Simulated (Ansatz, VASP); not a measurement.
One calculation of Lu2Si3P, two programs

```
Lu Si P
1.0
     3.77717    0.00000    0.00000
    -1.88858    3.27113    0.00000
     0.00000    0.00000    9.20557
Lu Si P
2 3 1
Direct
  0.33333 0.66667 0.67419
  0.66667 0.33333 0.32581
  0.00000 0.00000 0.50000
  0.33333 0.66667 0.15175
  0.66667 0.33333 0.84825
  0.00000 0.00000 0.00000
```

Change from the starting cell: species swapped into the Sn3Te2Se type (P-3m1, No. 164).

Alike in both runs: task single point; functional PBE; k mesh 6 × 6 × 2; occupations gaussian, width 0.1 eV; no spin polarisation.

|  | VASP | Ansatz |
| --- | --- | --- |
| version | VASP 6.6.1 | Ansatz 0.2.0 |
| potentials or method | VASP PAW PBE potentials, release 64 (Lu, Si, P), cutoff 520 eV | scalar-relativistic, plane waves, PAW |
| valence electrons in the cell | 67 | 67 |

|  | VASP | Ansatz | Ansatz less VASP |
| --- | --- | --- | --- |
| gap on the k mesh at the Fermi level (eV) | none | none | - |
| pressure (GPa) | 7.4 | 7.1 | -0.30 |
| traceless stress, the component that is largest in VASP (GPa) | 4.34 | 4.34 | +0.004 |
| rms of the force components (eV/Å) | 0.537 | 0.528 | -0.0089 |

Atom by atom the forces differ by 0.011 eV/Å (rms over components). A gap of «none» marks a metal or a gap that the smearing closes. With one functional, cell and mesh, what is left measures potentials, basis and numerics.

Neither program's run includes spin-orbit coupling.
